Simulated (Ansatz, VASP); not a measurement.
# Bi: VASP beside Ansatz

Contents of INCAR:

```
SYSTEM = Bi
PREC = Accurate ; ENCUT = 520
EDIFF = 1E-6 ; ISMEAR = 0
SIGMA = 0.15 ; LREAL = .FALSE.
LASPH = .TRUE. ; NELM = 100
ALGO = Fast ; ISIF = 2
LWAVE = .FALSE. ; LCHARG = .FALSE.
NBANDS = 14
```

Contents of KPOINTS:

```
regular mesh
0
G
  18 18 18
  0 0 0
```

File POSCAR:

```
Bi
1.0
   -1.7402910179      1.9889040204      1.9889040204
    1.9889040204     -1.7402910179      1.9889040204
    1.9889040204      1.9889040204     -1.7402910179
Bi
1
Direct
    0.0000000000      0.0000000000      0.0000000000
```

Input for Ansatz:

```yaml
crystal:
  lattice:
    - [-1.7402910179, 1.9889040204, 1.9889040204]
    - [1.9889040204, -1.7402910179, 1.9889040204]
    - [1.9889040204, 1.9889040204, -1.7402910179]
  atoms:
    - { symbol: Bi, position: [0.0, 0.0, 0.0] }
basis:
  ecutwfc: 420
kpoints:
  mp_grid: { grid: [18, 18, 18] }
hamiltonian:
  xc: lda
scf:
  occupations: { method: gaussian, width: 0.15 }
output:
  forces: true
  stress: true
  eigenvalues: true
```

Alike in both runs: task single point; functional LDA; k mesh 18 × 18 × 18; occupations gaussian, width 0.15 eV; no spin polarisation.

|  | VASP | Ansatz |
| --- | --- | --- |
| version | VASP 6.6.1 | Ansatz 0.2.0 |
| potentials or method | VASP PAW LDA potentials, release 64 (Bi_d), cutoff 520 eV | scalar-relativistic, plane waves, PAW |
| valence electrons in the cell | 15 | 15 |

```csv
,VASP,Ansatz,Ansatz less VASP
gap on the k mesh at the Fermi level (eV),none,none,-
pressure (GPa),-1.9,-2.0,-0.09
```

LDA's correlation is that of Perdew and Zunger in VASP and of Perdew and Wang (1992) in Ansatz. A gap of «none» marks a metal or a gap that the smearing closes.

Spin-orbit coupling is off throughout.
